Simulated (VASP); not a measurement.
# Ti6H in VASP: further runs, part 2 of 2

VASP 6.6.1. The steps go on from the part before.

### Step 3. Single point, PBE

INCAR reads:

```
SYSTEM = Ti6H
PREC = Accurate ; ENCUT = 520
EDIFF = 1E-7 ; ISMEAR = 0
SIGMA = 0.1 ; LREAL = .FALSE.
LASPH = .TRUE. ; NELM = 100
ALGO = Normal ; ISIF = 2
LWAVE = .FALSE. ; LCHARG = .TRUE.
LDIPOL = .TRUE. ; IDIPOL = 3
DIPOL = 0.5 0.5 0.324 ; GGA = PE
LELF = .TRUE. ; LVHAR = .TRUE.
LVACPOTAV = .TRUE. ; NBANDS = 86
```

KPOINTS reads:

```
Automatic mesh
0
G
  5 6 1
  0 0 0
```

POSCAR reads:

```
Ti6H
1.0
    5.6639455763      0.0000000000      0.0000000000
    0.0000000000      4.5793473381      0.0000000000
    0.0000000000      0.0000000000     24.5506933039
Ti H
12 2
Direct
    0.2500000000      0.0000000000      0.1629281891
    0.7500000000      0.0000000000      0.1629281891
    0.0000000000      0.5000000000      0.2167736627
    0.5000000000      0.5000000000      0.2167736627
    0.2500000000      0.0000000000      0.2706191363
    0.7500000000      0.0000000000      0.2706191363
    0.2500000000      0.5000000000      0.3256599435
    0.7500000000      0.5000000000      0.3256599435
    0.0000000000      0.0000000000      0.3779650127
    0.5000000000      0.0000000000      0.3779650127
    0.2500000000      0.5000000000      0.4297513383
    0.7500000000      0.5000000000      0.4297513383
   -0.0573804949      0.0000000000      0.4871835250
    0.0573804949      0.0000000000      0.4871835250
```

Potentials or basis: VASP PAW PBE potentials, release 64 (Ti_sv, H).

Launch:

```bash
$ cat potpaw_PBE.64/Ti_sv/POTCAR potpaw_PBE.64/H/POTCAR > POTCAR
$ mpirun -np 1 vasp_std > vasp.out
```

Run time: 66 min. Hardware: 1 thread of Intel Xeon Platinum 8259CL at 2.50GHz (Skylake/Cascade Lake), shared host; peak memory 0.89 GiB.

It converged, with:

```
Free energy            : -92.9438 eV
Largest force          : 5.659 eV/Å
Band gap on the k mesh : zero (band 73 reaches 0.75 eV, above the bottom of band 74 at 0.64 eV)
```

Forces on the atoms (eV/Å):
```
Ti  -0.006  0.000  0.403
Ti   0.006  0.000  0.403
Ti   0.000  0.000 -0.052
Ti   0.000  0.000 -0.028
Ti   0.027  0.000 -0.362
Ti  -0.027  0.000 -0.362
Ti  -0.032  0.000  0.119
Ti   0.032  0.000  0.119
Ti   0.000  0.000  0.116
Ti   0.000  0.000 -0.096
Ti   0.300  0.000 -0.271
Ti  -0.300  0.000 -0.271
H   -5.657  0.000  0.141
H    5.657  0.000  0.141
```

Levels at points of the mesh, in eV from the Fermi level:
| k point | band 71 | band 72 | band 73 | band 74 | band 75 | band 76 |
| --- | --- | --- | --- | --- | --- | --- |
| (0.00, 0.00, 0.00) | -0.40 | -0.17 | -0.04 | 0.01 | 0.04 | 0.23 |
| (0.00, 0.50, 0.00) | -0.25 | -0.17 | -0.09 | 0.23 | 0.32 | 0.33 |

### Step 4. Single point, PBE

INCAR reads:

```
SYSTEM = Ti6H
ALGO = Normal
DIPOL = 0.5 0.5 0.321
EDIFF = 1E-7
ENCUT = 520
GGA = PE
IDIPOL = 3
ISIF = 2
ISMEAR = 0
LASPH = .True.
LCHARG = .True.
LDIPOL = .True.
LELF = .True.
LREAL = .False.
LVACPOTAV = .True.
LVHAR = .True.
LWAVE = .False.
NBANDS = 86
NELM = 60
PREC = Accurate
SIGMA = 0.1
```

KPOINTS reads:

```
k-points
0
Gamma
  5 6 1
  0 0 0
```

POSCAR: that of step 3 with these lines changed.

```diff
@@ -20,3 +20,3 @@
     0.7500000000      0.5000000000      0.4297513383
-   -0.0573804949      0.0000000000      0.4871835250
-    0.0573804949      0.0000000000      0.4871835250
+   -0.1632254384      0.0000000000      0.4611150147
+    0.1632254384      0.0000000000      0.4611150147
```

Launch:

```bash
$ cat potpaw_PBE.64/Ti_sv/POTCAR potpaw_PBE.64/H/POTCAR > POTCAR
$ mpirun -np 1 vasp_std > vasp.out
```

Wall time 54 min (1 thread of Intel Xeon Platinum 8488C (Sapphire Rapids), shared host); peak memory 0.87 GiB.

Results (log left out):

* Free energy: -93.8535 eV
* Largest force: 1.578 eV/Å
* Band gap on the k mesh: zero (band 73 reaches 0.65 eV, above the bottom of band 74 at 0.49 eV)
* Work function of the upper face: 3.34 eV
* Work function of the lower face: 3.42 eV

Forces on the atoms (eV/Å):
```
Ti  -0.008  0.000  0.458
Ti   0.008  0.000  0.458
Ti   0.000  0.000 -0.044
Ti   0.000  0.000 -0.069
Ti   0.026  0.000 -0.402
Ti  -0.026  0.000 -0.402
Ti  -0.009  0.000  0.038
Ti   0.009  0.000  0.038
Ti   0.000  0.000  1.578
Ti   0.000  0.000  0.433
Ti   0.033  0.000  0.262
Ti  -0.033  0.000  0.262
H   -0.528  0.000 -1.305
H    0.528  0.000 -1.305
```

Levels at points of the mesh, in eV from the Fermi level:
| k point | band 69 | band 70 | band 71 | band 72 | band 73 | band 74 | band 75 | band 76 | band 77 | band 78 |
| --- | --- | --- | --- | --- | --- | --- | --- | --- | --- | --- |
| (0.00, 0.00, 0.00) | -0.61 | -0.51 | -0.32 | -0.14 | -0.05 | 0.02 | 0.06 | 0.26 | 0.29 | 0.31 |
| (0.00, 0.50, 0.00) | -0.48 | -0.26 | -0.25 | -0.17 | 0.07 | 0.11 | 0.23 | 0.26 | 0.34 | 0.52 |

### Step 5. Single point, PBE

INCAR reads:

```
SYSTEM = Ti6H
PREC = Accurate
ENCUT = 520
EDIFF = 1E-7
ISMEAR = 0
SIGMA = 0.1
LREAL = .FALSE.
LASPH = .TRUE.
NELM = 100
ALGO = Normal
ISIF = 2
LWAVE = .FALSE.
LCHARG = .TRUE.
LDIPOL = .TRUE.
IDIPOL = 3
DIPOL = 0.5 0.5 0.334
GGA = PE
LELF = .TRUE.
LVHAR = .TRUE.
LVACPOTAV = .TRUE.
NBANDS = 86
```

KPOINTS reads:

```
Automatic mesh
0
G
  5 6 1
  0 0 0
```

POSCAR: that of step 4 with these lines changed.

```diff
@@ -20,3 +20,3 @@
     0.7500000000      0.5000000000      0.4297513383
-   -0.1632254384      0.0000000000      0.4611150147
-    0.1632254384      0.0000000000      0.4611150147
+   -0.0573804949      0.0000000000      0.5519474801
+    0.0573804949      0.0000000000      0.5519474801
```

Launch:

```bash
$ cat potpaw_PBE.64/Ti_sv/POTCAR potpaw_PBE.64/H/POTCAR > POTCAR
$ mpirun -np 1 vasp_std > vasp.out
```

It took 50 min on 1 thread of Intel Xeon Platinum 8488C (Sapphire Rapids), shared host; peak memory 0.84 GiB.

The run converged. Its results:

| Property | Result |
| --- | --- |
| Free energy | -93.4263 eV |
| Largest force | 4.896 eV/Å |
| Band gap on the k mesh | zero (band 73 reaches 0.62 eV, above the bottom of band 74 at 0.51 eV) |

Forces on the atoms (eV/Å):
```
Ti   0.000  0.000  0.377
Ti   0.000  0.000  0.377
Ti   0.000  0.000 -0.002
Ti   0.000  0.000 -0.002
Ti   0.004  0.000 -0.338
Ti  -0.004  0.000 -0.338
Ti  -0.001  0.000 -0.015
Ti   0.001  0.000 -0.015
Ti   0.000  0.000 -0.028
Ti   0.000  0.000  0.000
Ti   0.027  0.000 -0.056
Ti  -0.027  0.000 -0.056
H   -4.895  0.000  0.048
H    4.895  0.000  0.048
```

Levels at points of the mesh, in eV from the Fermi level:
| k point | band 71 | band 72 | band 73 | band 74 | band 75 | band 76 |
| --- | --- | --- | --- | --- | --- | --- |
| (0.00, 0.00, 0.00) | -0.34 | -0.16 | -0.03 | 0.06 | 0.08 | 0.16 |
| (0.00, 0.50, 0.00) | -0.24 | -0.21 | -0.18 | 0.23 | 0.24 | 0.38 |
